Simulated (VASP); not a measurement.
W:

```xyz
1
Lattice="0.0000 2.0698 2.0698 2.0698 0.0000 2.0698 2.0698 2.0698 0.0000" Properties=species:S:1:pos:R:3 pbc="T T T"
W     0.0000    0.0000    0.0000
```

Base run:

- Program: VASP 6.6.1
- Functional: PBE
- Potentials or basis: VASP PAW PBE potentials, release 64 (W_sv)
- Cutoff: 520 eV
- k mesh: 11 × 11 × 11
- Occupations: fermi-dirac, width 0.05 eV
- Spin: no spin polarisation

Its results: band gap on the k mesh zero (band 7 reaches 11.75 eV, above the bottom of band 8 at 8.99 eV); pressure -18.4 GPa.

Problem. The run is repeated on the same cell with these changes: functional from PBE to r2SCAN. What comes out?

Solution. Band gap on the k mesh zero (band 7 reaches 11.55 eV, above the bottom of band 8 at 8.81 eV); pressure -22.0 GPa.

Caveats: spin-orbit coupling is left out, which moves the levels of the heavy elements; the PAW data sets were made with another functional, which shifts forces and pressure a little (some runs).
